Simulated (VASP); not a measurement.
**GaAs: single point with PBEsol**

GaAs:

```xyz
2
Lattice="0.0000 2.8079 2.8079 2.8079 0.0000 2.8079 2.8079 2.8079 0.0000" Properties=species:S:1:pos:R:3 pbc="T T T"
Ga    0.0000    0.0000    0.0000
As    1.4039    1.4039    1.4039
```

| Property | Result |
| --- | --- |
| Program | VASP 6.6.1 |
| Task | single point |
| Functional | PBEsol |
| Potentials or basis | VASP PAW PBE potentials, release 64 (Ga_d, As) |
| Cutoff | 500 eV |
| k mesh | 9 × 9 × 9 |
| Occupations | fermi-dirac, width 0.02 eV |
| Spin | no spin polarisation |
| Dipole correction | no |
| Further INCAR settings | ALGO = Normal; EDIFF = 1e-06; NBANDS = 16 |

* Pressure: 1.9 GPa
* Band gap on the k mesh: 0.61 eV

Levels at points of the mesh, in eV from the valence-band top:
| k point | band 5 | band 6 | band 7 | band 8 | band 9 | band 10 | band 11 | band 12 | band 13 | band 14 |
| --- | --- | --- | --- | --- | --- | --- | --- | --- | --- | --- |
| (0.00, 0.00, 0.00) | -14.73 | -12.90 | 0.00 | 0.00 | 0.00 | 0.61 | 3.69 | 3.69 | 3.69 | 7.45 |

Run time: 34 s on 1 thread of Intel Xeon 8259CL, with other jobs on the host, peak memory 0.18 GiB.

Caveat: the PAW data sets were made with another functional, which shifts forces and pressure a little; an odd mesh through Γ misses points on the zone boundary, where band edges can lie.
